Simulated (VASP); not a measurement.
Wanted: the native input for a VASP 6.6.1 run.

* Task: single point
* Functional: PBE
* Dispersion: D3(BJ)
* Potentials or basis: VASP PAW PBE potentials, release 64 (Al)
* Cutoff: 400 eV
* k mesh: 5 × 4 × 1
* Occupations: gaussian, width 0.1 eV
* Spin: no spin polarisation
* Dipole correction: yes
* Further INCAR settings: ALGO = Normal; EDIFF = 1e-06; NBANDS = 56; NELMDL = -8

The structure of Al lies in POSCAR:

```
Al
1.0
    5.6324246406      0.0000000000      0.0000000000
    0.0000000000      7.9654513158      0.0000000000
    0.0000000000      0.0000000000     26.0405308008
Al
25
Direct
    0.2499999716      0.2500000215      0.3264142373
    0.2499999716      0.7499999389      0.3264142373
    0.7499999147      0.2500000215      0.3264142373
    0.7499999147      0.7499999389      0.3264142373
    0.4999999431      0.5000000429      0.3804878662
    0.4999999431      0.0000000000      0.3804878662
    0.0000000000      0.5000000429      0.3804878662
    0.0000000000      0.0000000000      0.3804878662
    0.7499999147      0.7499999389      0.4345614952
    0.7499999147      0.2500000215      0.4345614952
    0.2499999716      0.7499999389      0.4345614952
    0.2499999716      0.2500000215      0.4345614952
    0.0014002850     -0.0056177608      0.4905911134
    0.0013624683      0.5054675298      0.4906349297
    0.4985499459     -0.0056211504      0.4905892702
    0.4985898932      0.5054675298      0.4906275182
    0.2500111568      0.2498172321      0.5418677564
    0.2500106242      0.7501046410      0.5532135697
    0.7500047084      0.2499142762      0.5440154469
    0.7499736383      0.7501310049      0.5499910547
    0.5025452058      0.4922896198      0.6008750021
    0.5025326002      0.0077926532      0.6008949326
   -0.0025331897      0.4923604256      0.6009051858
   -0.0025422444      0.0077364103      0.6009124437
    0.2500866128      1.2500889912      0.6486436905
```

The input as run:

INCAR

```
PREC = Accurate
ENCUT = 400
EDIFF = 1E-6
ISMEAR = 0
SIGMA = 0.1
LREAL = F
LASPH = T
NELM = 120
ALGO = Normal
ISIF = 2
LWAVE = F
LCHARG = F
LDIPOL = T
IDIPOL = 3
DIPOL = 0.5 0.5 0.471
GGA = PE
IVDW = 12
NBANDS = 56
GGA_COMPAT = F
NELMDL = -8
```

KPOINTS

```
regular mesh
0
Gamma
  5 4 1
```

Potentials or basis: VASP PAW PBE potentials, release 64 (Al).

Run with:

```console
$ cat potpaw_PBE.64/Al/POTCAR > POTCAR
$ mpirun -np 1 vasp_std > vasp.out
```

Results of the run:

```
Largest force              : 0.373 eV/Å
Band gap on the k mesh     : zero (an odd number of electrons rules out a gap without spin polarisation)
Dispersion energy per atom : -0.253 eV
```

Run time: 37 min on 1 thread of Oxide Virtual Turin-like Processor, with other jobs on the host, peak memory 0.87 GiB.
